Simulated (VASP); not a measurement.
SiC:

```
Si C
1.0
     3.03182    0.00000    0.00000
    -1.51591    2.62563    0.00000
     0.00000    0.00000   14.86032
Si C
6 6
Direct
  0.66667 0.33333 0.45830
  0.33333 0.66667 0.95830
  0.66667 0.33333 0.79170
  0.33333 0.66667 0.29170
  0.00000 0.00000 0.62500
  0.00000 0.00000 0.12500
  0.66667 0.33333 0.33330
  0.33333 0.66667 0.83330
  0.66667 0.33333 0.66670
  0.33333 0.66667 0.16670
  0.00000 0.00000 0.50000
  0.00000 0.00000 0.00000
```

Base run:

```yaml
Program: VASP 6.6.1
Functional: PBEsol
Dispersion: D4
Potentials_or_basis: VASP PAW PBE potentials, release 64 (Si, C)
Cutoff: 520 eV
k_mesh: 10 × 10 × 2
Occupations: fermi-dirac, width 0.05 eV
Spin: no spin polarisation
```

Its results: band gap on the k mesh 1.89 eV (least direct gap 3.01 eV); pressure 9.2 GPa; largest force 0.155 eV/Å.

Q: The run is repeated on the same cell with these changes: functional from PBEsol to BLYP; further incar settings from ALGO = Normal; EDIFF = 1e-06; NBANDS = 36 to ALGO = Normal; EDIFF = 1e-07; NBANDS = 36. What comes out?

A: Band gap on the k mesh 2.32 eV (least direct gap 3.43 eV); pressure 10.9 GPa; largest force 0.156 eV/Å.

Caveats: the cell stands under pressure; the PAW data sets were made with another functional, which shifts forces and pressure a little.

A k mesh can miss the band edges.
